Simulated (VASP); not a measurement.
Write the native input for VASP 6.6.1 that does the following.

- Task: single point
- Functional: PBE
- Potentials or basis: VASP PAW PBE potentials, release 64 (W_sv, S)
- Cutoff: 520 eV
- k mesh: 3 × 2 × 3, shifted
- Occupations: gaussian, width 0.01 eV
- Spin: no spin polarisation
- Dipole correction: no
- Further INCAR settings: LREAL = Auto; ALGO = Normal; EDIFF = 1e-06; NBANDS = 78

The structure of WS2 lies in POSCAR:

```
WS2
1.0
    0.0000000000     -5.5213404984      0.0000000000
    0.0000000000     -1.8404468328      7.4744429926
   -7.9693685575     -2.7606702492      0.0000000000
W S
5 10
Direct
    0.5993225527      0.0020323419      0.8000000000
    0.7993225527      0.0020323419      0.4000000000
    0.1993225527      0.0020323419      0.6000000000
    0.3993225527      0.0020323419      0.2000000000
    0.9993225527      0.0020323419      0.0000000000
    0.1959256669      0.2122229993      0.8000000000
    0.3959256669      0.2122229993      0.4000000000
    0.7959256669      0.2122229993      0.6000000000
    0.9959256669      0.2122229993      0.2000000000
    0.5959256669      0.2122229993      0.0000000000
    0.3360517804      0.7918446588      0.8000000000
    0.5360517804      0.7918446588      0.4000000000
    0.9360517804      0.7918446588      0.6000000000
    0.1360517804      0.7918446588      0.2000000000
    0.7360517804      0.7918446588      0.0000000000
```

One way to write it, as run:

INCAR

```
ALGO = Normal
EDIFF = 1E-6
ENCUT = 520
GGA = PE
ISIF = 2
ISMEAR = 0
LASPH = T
LCHARG = T
LELF = T
LREAL = Auto
LVHAR = T
LWAVE = F
NBANDS = 78
NELM = 60
PREC = Accurate
SIGMA = 0.01
```

KPOINTS

```
Automatic mesh
0
Gamma
  3 2 3
  0 0.5 0
```

Potentials or basis: VASP PAW PBE potentials, release 64 (W_sv, S).

The run is started by

```bash
$ cat potpaw_PBE.64/W_sv/POTCAR potpaw_PBE.64/S/POTCAR > POTCAR
$ mpirun -np 1 vasp_std > vasp.out
```

It gave:

- Pressure: 0.0 GPa
- Largest force: 0.013 eV/Å
- Band gap on the k mesh: 1.81 eV

Caveat: the k points lie up to 0.42 Å⁻¹ apart; spin-orbit coupling is left out, which moves the levels of the heavy elements; a shifted mesh leaves out Γ, where band edges can lie; this functional lacks dispersion, which binds layers or chains, so the pressure and a relaxed spacing across them are unreliable.

It took 4.8 min on 1 thread of Intel(R) Xeon(R) Platinum 8488C (Sapphire Rapids), on a shared host, peak memory 0.42 GiB.
